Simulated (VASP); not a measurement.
Here is a VASP 6.6.1 calculation.

The input INCAR:

```
SYSTEM = In
PREC = Accurate
ENCUT = 520
EDIFF = 1E-7
ISMEAR = -1
SIGMA = 0.1
LREAL = .False.
LASPH = .True.
NELM = 100
ALGO = Normal
ISIF = 2
LWAVE = .False.
LCHARG = .False.
GGA = B5
ALDAX = 1.0
AGGAX = 1.0
AGGAC = 1.0
ALDAC = 0.0
NBANDS = 12
```

KPOINTS

```
regular mesh
0
Gamma
  16 16 16
  0 0 0
```

The input POSCAR:

```
In
1.0
    3.2559664121      0.0000000000      0.0000000000
    0.0000000000      3.2559664121      0.0000000000
    0.0000000000      0.0000000000      3.2559664121
In
1
Direct
    0.0000000000      0.0000000000      0.0000000000
```

Potentials or basis: VASP PAW PBE potentials, release 64 (In_d).

Command:

```console
$ cat potpaw_PBE.64/In_d/POTCAR > POTCAR
$ mpirun -np 1 vasp_std > vasp.out
```

(1) What does it give for the pressure?

(2) Estimate the band gap on the k mesh.

Answers

(1) -0.6 GPa.

(2) zero (an odd number of electrons rules out a gap without spin polarisation).

Caveat: the PAW data sets were made with another functional, which shifts forces and pressure a little; spin-orbit coupling is left out, which moves the levels of the heavy elements.
